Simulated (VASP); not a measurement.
CoSi2, 3 atoms in the cell. It takes space group I4/mmm (No. 139, tetragonal). Conventional cell: a = 3.790 Å, b = 3.790 Å, c = 5.681 Å, α = 90.00°, β = 90.00°, γ = 90.00°. Within 3.1 Å of Co (site symmetry 4/mmm) lie 8 Si at 2.37 Å. Si (site symmetry -4m2) has 4 Co at 2.37 Å and 6 Si at 2.68 to 2.84 Å within 3.1 Å.  This cell differs from its parent crystal: strain +0.0600 x Voigt [0, 1, 0, 0, 0, 0].

* Program: VASP 6.6.1
* Task: single point
* Functional: PBE
* Potentials or basis: VASP PAW PBE potentials, release 64 (Co, Si)
* Cutoff: 520 eV
* k mesh: 16 × 16 × 16
* Occupations: gaussian, width 0.15 eV
* Spin: no spin polarisation
* Dipole correction: no
* Further INCAR settings: ALGO = Normal; EDIFF = 1e-07; NBANDS = 16

Potentials or basis: VASP PAW PBE potentials, release 64 (Co, Si).

Command:

```console
$ cat potpaw_PBE.64/Co/POTCAR potpaw_PBE.64/Si/POTCAR > POTCAR
$ mpirun -np 1 vasp_std > vasp.out
```

Hardware: 1 thread of Intel(R) Xeon(R) 6975P-C (Granite Rapids), with other jobs on the host.

Task: Estimate the wall time of this run.

Result: It took 2 min on 1 thread of Intel(R) Xeon(R) 6975P-C (Granite Rapids), with other jobs on the host, peak memory 0.34 GiB. Counts: scf iterations 16, k points 349.
